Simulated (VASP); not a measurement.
Wanted: the native input for a VASP 6.6.1 run.

```
Task                   : single point
Functional             : PBE
Potentials or basis    : VASP PAW PBE potentials, release 64 (Ir)
Cutoff                 : 500 eV
k mesh                 : 6 × 6 × 4
Occupations            : tetrahedron
Spin                   : no spin polarisation
Dipole correction      : no
Further INCAR settings : ALGO = Normal; EDIFF = 1e-06; NBANDS = 16
```

The structure of Ir lies in POSCAR:

```
Ir
1.0
    2.7513778946      0.0000000000      0.0000000000
   -1.3756889473      2.3827631521      0.0000000000
    0.0000000000      0.0000000000      4.4622900000
Ir
2
Direct
    0.6666666667      0.3333333333      0.7500000000
    0.3333333333      0.6666666667      0.2500000000
```

These files were run (other wordings do the same):

INCAR

```
PREC = Accurate
ENCUT = 500
EDIFF = 1E-6
ISMEAR = -4
SIGMA = 0.1
LREAL = False
LASPH = True
NELM = 120
ALGO = Normal
ISIF = 2
LWAVE = False
LCHARG = False
GGA = PE
NBANDS = 16
GGA_COMPAT = False
```

KPOINTS

```
Automatic mesh
0
Gamma
  6 6 4
```

Potentials or basis: VASP PAW PBE potentials, release 64 (Ir).

Run with:

```bash
$ cat potpaw_PBE.64/Ir/POTCAR > POTCAR
$ mpirun -np 1 vasp_std > vasp.out
```

Results of the run:

- Pressure: 1.2 GPa
- Band gap on the k mesh: zero (band 9 reaches 10.89 eV, above the bottom of band 10 at 7.74 eV)

Caveat: the k points lie up to 0.44 Å⁻¹ apart; spin-orbit coupling is left out, which moves the levels of the heavy elements.

Run time: 11 s on 1 thread of Intel(R) Xeon(R) Platinum 8488C (Sapphire Rapids) (shared host), peak memory 0.14 GiB.
